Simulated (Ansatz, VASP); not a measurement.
## Bi2Te3: VASP beside Ansatz

INCAR

```
SYSTEM = Bi2Te3
PREC = Accurate ; ENCUT = 520
EDIFF = 1E-6 ; ISMEAR = 0
SIGMA = 0.01 ; LREAL = .FALSE.
LASPH = .TRUE. ; NELM = 60
ALGO = Normal ; ISIF = 2
LWAVE = .FALSE. ; LCHARG = .FALSE.
GGA = PE ; NBANDS = 32
```

The input KPOINTS:

```
regular mesh
0
G
  8 8 8
  0 0 0
```

The input POSCAR:

```
Bi2Te3
1.0
    2.1957256015      1.2677027671     10.4535439826
   -2.1957256015      1.2677027671     10.4535439826
    0.0000000000     -2.5354055341     10.4535439826
Bi Te
2 3
Direct
    0.3983611987      0.3983611987      0.3983611987
    0.6016388013      0.6016388013      0.6016388013
    0.2135932496      0.2135932496      0.2135932496
    0.7864067504      0.7864067504      0.7864067504
    0.0000000000      0.0000000000      0.0000000000
```

Input for Ansatz:

```yaml
crystal:
  lattice:
    - [2.1957256015, 1.2677027671, 10.4535439826]
    - [-2.1957256015, 1.2677027671, 10.4535439826]
    - [0.0, -2.5354055341, 10.4535439826]
  atoms:
    - { symbol: Bi, position: [0.3983611987, 0.3983611987, 0.3983611987] }
    - { symbol: Bi, position: [0.6016388013, 0.6016388013, 0.6016388013] }
    - { symbol: Te, position: [0.2135932496, 0.2135932496, 0.2135932496] }
    - { symbol: Te, position: [0.7864067504, 0.7864067504, 0.7864067504] }
    - { symbol: Te, position: [0.0, 0.0, 0.0] }
kpoints:
  mp_grid: { grid: [8, 8, 8] }
  band_path:
    path:
      - [0.0, 0.0, 0.0]
      - [0.5, 0.5, 0.5]
      - [0.823529035, 0.176470965, 0.5]
      - [0.5, -0.176470965, 0.176470965]
      - [0.5, 0.0, 0.0]
      - [0.3382354825, -0.3382354825, 0.0]
      - [0.6617645175, 0.0, 0.3382354825]
      - [0.5, 0.0, 0.5]
    npoints: 1
hamiltonian:
  xc: pbe
scf:
  occupations: { method: fixed }
  n_extra_bands: 5
output:
  forces: true
  stress: true
  eigenvalues: true
```

Alike in both runs: task single point; functional PBE; k mesh 8 × 8 × 8; no spin polarisation.

```csv
,VASP,Ansatz
version,VASP 6.6.1,Ansatz 0.2.0
potentials or method,"VASP PAW PBE potentials, release 64 (Bi_d, Te)","plane waves, PAW"
plane-wave cutoff (eV),520,420
occupations,"gaussian, width 0.01 eV",fixed
valence electrons in the cell,48,78
```

```csv
,VASP,Ansatz,Ansatz less VASP
gap on the k mesh at the Fermi level (eV),0.43,0.44,+0.009
pressure (GPa),1.6,1.6,+0.01
"traceless stress, the component that is largest in VASP (GPa)",-0.12,-0.13,-0.005
rms of the force components (eV/Å),0.069,0.064,-0.0053
```

Atom by atom the forces differ by 0.005 eV/Å (rms over components). VASP's potentials hold 48 valence electrons a cell and Ansatz's 78, so a difference there can come from the potentials and not from the codes.

Neither program's run includes spin-orbit coupling.
